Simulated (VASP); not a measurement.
# Ge in VASP: single point with PBE

Aim: the single point of Ge with PBE.

Program: VASP 6.6.1. These are calculated values, not measurements. Logs are shortened: lines on timing, memory, paths and dates and some standing lists are left out, and cuts for length are marked.

### 1 The cell of the first run

The cell holds a slab with vacuum, 16 atoms: a = 3.998 Å, b = 7.716 Å, c = 27.855 Å, α = 90.00°, β = 90.00°, γ = 105.01°.

### 2 Single point, PBE

The input, INCAR:

```
SYSTEM = Ge
PREC     = Accurate       ! precision mode
ENCUT    = 520            ! plane-wave cutoff, eV
EDIFF    = 1E-6           ! SCF threshold, eV
ISMEAR   = 0              ! smearing method
SIGMA    = 0.1            ! smearing width, eV
LREAL    = Auto         
LASPH    = .True.         ! aspherical terms in the spheres
NELM     = 60             ! most SCF steps
ALGO     = Normal         ! electronic algorithm
ISIF     = 2              ! what is computed and relaxed
LWAVE    = .False.        ! write WAVECAR
LCHARG   = .False.        ! write CHGCAR
LDIPOL   = .True.       
IDIPOL   = 3            
DIPOL    = 0.5 0.5 0.502
GGA      = PE             ! functional
NBANDS   = 126            ! bands
ISYM     = 0            
KPAR     = 4
```

The input, KPOINTS:

```
regular mesh
0
Gamma
  7 4 1
  0 0 0
```

The input, POSCAR:

```
Ge
1.0
    3.9975858400      0.0000000000      0.0000000000
   -1.9987929200      7.4523357900      0.0000000000
    0.0000000000      0.0000000000     27.8554614648
Ge
16
Direct
    0.0472734850      0.0945469700      0.3051466231
    0.3152576700      0.6305153400      0.3234899188
    0.9005525600      0.8011051200      0.3463307279
    0.1685367450      0.3370734900      0.3646740236
    0.6551786000      0.3103572000      0.4152064075
    0.9231627850      0.8463255700      0.4335497032
    0.5084576750      0.0169153500      0.4563905124
    0.7764418600      0.5528837200      0.4747338080
    0.2634133699      0.5268794840      0.5268006634
    0.5298142412      0.0586333693      0.5450419189
    0.1177984018      0.2343411304      0.5694964962
    0.3827309511      0.7667842280      0.5878391960
    0.8751078314      0.7516231178      0.6408495459
    0.1161346789      0.2359187865      0.6615720404
    0.7124688685      0.4287122985      0.6616275345
    0.9767479798      0.9555881758      0.7134059611
```

Potentials or basis: VASP PAW PBE potentials, release 64 (Ge_d).

Launch:

```sh
> cat potpaw_PBE.64/Ge_d/POTCAR > POTCAR
> mpirun -np 4 vasp_std > vasp.out
```

OUTCAR:

```text
SYSTEM = Ge
   PREC = Accurate
   ENCUT = 520
   EDIFF = 1E-6
   ISMEAR = 0
   LREAL = Auto
   LASPH = .True.
   NELM = 60
   ISIF = 2
   GGA = PE
   ISYM = 0

 ion  position               nearest neighbor table
   1  0.047  0.095  0.305-   4 2.45   3 2.47
   2  0.315  0.631  0.323-   3 2.45   3 2.45   4 2.47
   3  0.901  0.801  0.346-   6 2.45   2 2.45   2 2.45   1 2.47
   4  0.169  0.337  0.365-   5 2.45   5 2.45   1 2.45   2 2.47
   5  0.655  0.310  0.415-   4 2.45   4 2.45   8 2.45   7 2.47
   6  0.923  0.846  0.434-   3 2.45   7 2.45   7 2.45   8 2.47
   7  0.508  0.017  0.456-   6 2.45   6 2.45   5 2.47  10 2.49
   8  0.776  0.553  0.475-   5 2.45   6 2.47   9 2.48   9 2.48
   9  0.263  0.527  0.527-  12 2.47   8 2.48   8 2.48  11 2.48
  10  0.530  0.059  0.545-  12 2.48  11 2.48  11 2.49   7 2.49
  11  0.118  0.234  0.569-   9 2.48  10 2.48  10 2.49  14 2.56
  12  0.383  0.767  0.588-   9 2.47  10 2.48  13 2.49  13 2.49
  13  0.875  0.752  0.641-  15 2.48  12 2.49  12 2.49  16 2.53
  14  0.116  0.236  0.662-  15 2.46  15 2.46  16 2.54  11 2.56
  15  0.712  0.429  0.662-  14 2.46  14 2.46  13 2.48
  16  0.977  0.956  0.713-  13 2.53  14 2.54

IMPORTANT INFORMATION: All symmetrisations will be switched off!
NOSYMM: (Re-)initialisation of all symmetry stuff for point group C_1.

----------------------------------------------------------------------------------------

                                     Primitive cell

  volume of cell :     829.8519

  direct lattice vectors                    reciprocal lattice vectors
     3.997585840  0.000000000  0.000000000     0.250150976  0.067093058  0.000000000
    -1.998792920  7.452335790  0.000000000     0.000000000  0.134186117  0.000000000
     0.000000000  0.000000000 27.855461465     0.000000000  0.000000000  0.035899603

  length of vectors
     3.997585840  7.715729510 27.855461465     0.258992257  0.134186117  0.035899603

  position of ions in fractional coordinates (direct lattice)
     0.047273485  0.094546970  0.305146623
     0.315257670  0.630515340  0.323489919
     0.900552560  0.801105120  0.346330728
     0.168536745  0.337073490  0.364674024
     0.655178600  0.310357200  0.415206408
     0.923162785  0.846325570  0.433549703
[... 8 lines left out ...]
     0.712468868  0.428712299  0.661627534
     0.976747980  0.955588176  0.713405961

  ion indices of the primitive-cell ions
   primitive index   ion index
                 1           1
                 2           2
                 3           3
                 4           4
                 5           5
                 6           6
[... 8 lines left out ...]
                15          15
                16          16

----------------------------------------------------------------------------------------

 KPOINTS: regular mesh

Automatic generation of k-mesh.
 Grid dimensions read from file:
 generate k-points for:    7    4    1

 Generating k-lattice:

  Cartesian coordinates                     Fractional coordinates (reciprocal lattice)
     0.035735854  0.009584723  0.000000000     0.142857143  0.000000000  0.000000000
     0.000000000  0.033546529  0.000000000     0.000000000  0.250000000  0.000000000
     0.000000000  0.000000000  0.035899603     0.000000000  0.000000000  1.000000000

  Length of vectors
     0.036998894  0.033546529  0.035899603

  Shift w.r.t. Gamma in fractional coordinates (k-lattice)
     0.000000000  0.000000000  0.000000000

 -----------------------------------------------------------------------------
|                                                                             |
|           W    W    AA    RRRRR   N    N  II  N    N   GGGG   !!!           |
|           W    W   A  A   R    R  NN   N  II  NN   N  G    G  !!!           |
|           W    W  A    A  R    R  N N  N  II  N N  N  G       !!!           |
|           W WW W  AAAAAA  RRRRR   N  N N  II  N  N N  G  GGG   !            |
|           WW  WW  A    A  R   R   N   NN  II  N   NN  G    G                |
|           W    W  A    A  R    R  N    N  II  N    N   GGGG   !!!           |
|                                                                             |
|     Your reciprocal lattice and k-lattice belong to different lattice       |
|     classes:                                                                |
|                                                                             |
|        The reciprocal lattice is base centered orthorhombic,                |
|        whereas your k-lattice is simple monoclinic.                         |
|                                                                             |
|     Results are often still useful ...                                      |
|                                                                             |
 -----------------------------------------------------------------------------

 WARNING: IBZKPT: internal override: KBLOWUP is changed to .FALSE.
      ... skipping the blow-up phase ...

 Subroutine IBZKPT returns following result:
 ===========================================

 Found     15 irreducible k-points:

 Following reciprocal coordinates:
            Coordinates               Weight
  0.000000  0.000000  0.000000      1.000000
  0.142857  0.000000  0.000000      2.000000
  0.285714  0.000000  0.000000      2.000000
  0.428571  0.000000  0.000000      2.000000
  0.000000  0.250000  0.000000      2.000000
  0.142857  0.250000  0.000000      2.000000
  0.285714  0.250000  0.000000      2.000000
  0.428571  0.250000  0.000000      2.000000
 -0.428571  0.250000  0.000000      2.000000
 -0.285714  0.250000  0.000000      2.000000
 -0.142857  0.250000  0.000000      2.000000
  0.000000  0.500000  0.000000      1.000000
  0.142857  0.500000  0.000000      2.000000
  0.285714  0.500000  0.000000      2.000000
  0.428571  0.500000  0.000000      2.000000
   k-points           NKPTS =     15   k-points in BZ     NKDIM =     15   number of bands    NBANDS=    126
   number of dos      NEDOS =    301   number of ions     NIONS =     16
   total plane-waves  NPLWV = 378000
   dimension x,y,z NGX =    30 NGY =   60 NGZ =  210
   dimension x,y,z NGXF=    60 NGYF=  120 NGZF=  420
   ions per type =              16
   NGX,Y,Z   is equivalent  to a cutoff of  12.48, 12.93, 12.53 a.u.
   NGXF,Y,Z  is equivalent  to a cutoff of  24.95, 25.86, 25.07 a.u.
 SYSTEM =  Ge
   PREC   = accura    normal or accurate (medium, high low for compatibility)
   ISTART =      0    job   : 0-new  1-cont  2-samecut
   ICHARG =      2    charge: 1-file 2-atom 10-const
   ISPIN  =      1    spin polarized calculation?
   LNONCOLLINEAR =      F non collinear calculations
   LSORBIT =      F    spin-orbit coupling
   LASPH  =      T    aspherical Exc in radial PAW
   ENCUT  =  520.0 eV  38.22 Ry    6.18 a.u.   7.43 14.35 51.79*2*pi/ulx,y,z
   NELM   =     60;   NELMIN=  2; NELMDL= -5     # of ELM steps
   EDIFF  = 0.1E-05   stopping-criterion for ELM
   LREAL  =      T    real-space projection
   EDIFFG = 0.1E-04   stopping-criterion for IOM
   NSW    =      0    number of steps for IOM
   IBRION =     -1    ionic relax: 0-MD 1-quasi-New 2-CG
   NFREE  =      0    steps in history (QN), initial steepest desc. (CG)
   ISIF   =      2    stress and relaxation
   ISYM   =      0    0-nonsym 1-usesym 2-fastsym
   POTIM  = 0.5000    time-step for ionic-motion
   TEBEG  =    0.0;   TEEND  =   0.0 temperature during run
   PSTRESS=    0.0 pullay stress
   NELECT =     224.0000    total number of electrons
   NUPDOWN=      -1.0000    fix difference up-down
   EMIN   =  10.00;   EMAX   =-10.00  energy-range for DOS
   EFERMI =   0.00;   METHOD = LEGACY
   ISMEAR =     0;   SIGMA  =   0.10  broadening in eV -4-tet -1-fermi 0-gaus
   EFERMI_NEDOS =   21; number of points for ismear=-14 and -15
   IALGO  =     38    algorithm
   IMIX   =      4    mixing-type and parameters
     AMIX     =   0.40;   BMIX     =  1.00
     AMIX_MAG =   1.60;   BMIX_MAG =  1.00
  volume/ion in A,a.u.               =      51.87       350.01
  Fermi-wavevector in a.u.,A,eV,Ry     =   1.058012  1.999353 15.230221  1.119390
  Thomas-Fermi vector in A             =   2.193306
   LORBIT       =      0    0 simple, 1 ext, 2 COOP (PROOUT), +10 PAW based schemes
   GGA     = PE    functional components
   LHFCALC =     F    Hartree Fock is set to
   AEXX    =    0.0000 exact exchange contribution
   IVDW    =     0    specifies the selected vdW correction
   LEPSILON=     F    determine dielectric tensor
   LRPA    =     F    only Hartree local field effects (RPA)
 non-spin polarized calculation
 Gauss-broadening in eV      SIGMA  =   0.10
  energy-cutoff  :      520.00
  volume of cell :      829.85
 maximum number of plane-waves:     22455
 NGX is ok and might be reduce to    30
   NGX = 15   NGY = 29   NGZ =103

 dipolmoment           0.000000      0.000000      0.030431 electrons x Angstroem

 number of electron     224.0000007 magnetization

 dipolmoment           0.000000      0.000000     -0.075192 electrons x Angstroem

 Free energy of the ion-electron system (eV)
  ---------------------------------------------------
  ext. energy  EPLUGINS =         0.00000000
  ---------------------------------------------------
  free energy    TOTEN  =       -67.68624376 eV

  energy without entropy =      -67.65007572  energy(sigma->0) =      -67.66815974

 E-fermi :  -0.5440     XC(G=0):  -4.9822

 val. band max:       -0.5447395552   @ k =   0.2857   0.0000   0.0000
 cond. band min:      -0.5163703883   @ k =   0.4286   0.0000   0.0000
 fundamental gap:      0.0283691669
 Fermi energy:        -0.5440026651

 k-point     1 :       0.0000    0.0000    0.0000
  band No.  band energies     occupation
      1     -25.4514      2.00000
      2     -25.3957      2.00000
      3     -25.3855      2.00000
      4     -25.3409      2.00000
      5     -25.3154      2.00000
      6     -25.1993      2.00000
[... 1894 lines left out ...]
    123       2.5083      0.00000
    124       2.6922      0.00000
 [bands above 124 left out]

------------------------ aborting loop because EDIFF is reached ----------------------------------------

 vacuum level on the upper side and lower side of the slab       (xc-potential included)        -0.320         0.126

  FORCE on cell =-STRESS in cart. coord.  units (eV):
  Direction    XX          YY          ZZ          XY          YZ          ZX
  --------------------------------------------------------------------------------------
  -------------------------------------------------------------------------------------
  Total        1.2934749      3.7770842      2.8625726     -0.0051909      0.1322432     -0.0110392
  in kB        2.4972845      7.2923361      5.5267081     -0.0100219      0.2553191     -0.0213132
  external PRESSURE =       5.1054429 kB  Pullay stress =       0.0000000 kB

 VOLUME and BASIS-vectors are now :
 -----------------------------------------------------------------------------
  energy-cutoff  :      520.00
  volume of cell :      829.85
      direct lattice vectors                 reciprocal lattice vectors
     3.997585840  0.000000000  0.000000000     0.250150976  0.067093058  0.000000000
    -1.998792920  7.452335790  0.000000000     0.000000000  0.134186117  0.000000000
     0.000000000  0.000000000 27.855461465     0.000000000  0.000000000  0.035899603

 POSITION                                       TOTAL-FORCE (eV/Angst)
 -----------------------------------------------------------------------------------
     -0.00000      0.70460      8.50000         0.005555     -0.126480     -0.694449
      0.00000      4.69881      9.01096        -0.002412     -0.169101      0.149892
      1.99879      5.97010      9.64720         0.001106      0.330939     -0.275691
     -0.00000      2.51198     10.15816        -0.004694      0.095992      0.062536
      1.99879      2.31289     11.56577         0.000372     -0.001731      0.068972
      1.99879      6.30710     12.07673        -0.000155     -0.333712      0.249973
[... 8 lines left out ...]
      1.99125      3.19491     18.42994        -0.000136     -0.012035     -0.001417
      1.99461      7.12136     19.87225         0.000499     -0.003562     -0.003767
 -----------------------------------------------------------------------------------
    total drift:                                0.004520      0.003420     -0.000941

  FREE ENERGIE OF THE ION-ELECTRON SYSTEM (eV)
  ---------------------------------------------------
  free  energy   TOTEN  =       -67.6862437587 eV

  energy  without entropy=      -67.6500757219  energy(sigma->0) =      -67.66815974

 vacuum level on the upper side and lower side of the slab         3.757         4.212
```

It took 20 min on 4 MPI ranks of Intel Xeon Platinum 8488C (Sapphire Rapids), shared host; peak memory 1.3 GiB.

What came out:

```yaml
Free_energy: -67.6862 eV
Largest_force: 0.706 eV/Å
Band_gap_on_the_k_mesh: zero (bands 112 and 113 overlap by 0.66 eV)
```

Forces in eV/Å, atoms in the order of the input:
```
Ge   0.006 -0.126 -0.694
Ge  -0.002 -0.169  0.150
Ge   0.001  0.331 -0.276
Ge  -0.005  0.096  0.063
Ge   0.000 -0.002  0.069
Ge   0.000 -0.334  0.250
Ge  -0.001  0.135  0.120
Ge  -0.001  0.066  0.321
Ge   0.001 -0.006 -0.003
Ge   0.001  0.011 -0.007
Ge   0.000 -0.005  0.004
Ge   0.000  0.009  0.001
Ge  -0.001 -0.006  0.010
Ge   0.001  0.015 -0.002
Ge   0.000 -0.012 -0.001
Ge   0.000 -0.004 -0.004
```

Levels at points of the mesh, in eV from the Fermi level:
| k point | band 110 | band 111 | band 112 | band 113 | band 114 | band 115 |
| --- | --- | --- | --- | --- | --- | --- |
| (0.00, 0.00, 0.00) | -0.33 | -0.03 | 0.08 | 0.31 | 0.86 | 1.12 |
| (0.00, 0.50, 0.00) | -0.48 | -0.39 | -0.04 | 0.62 | 1.05 | 1.42 |

The gap in the log of VASP goes by the Fermi energy; the results here count the filled bands.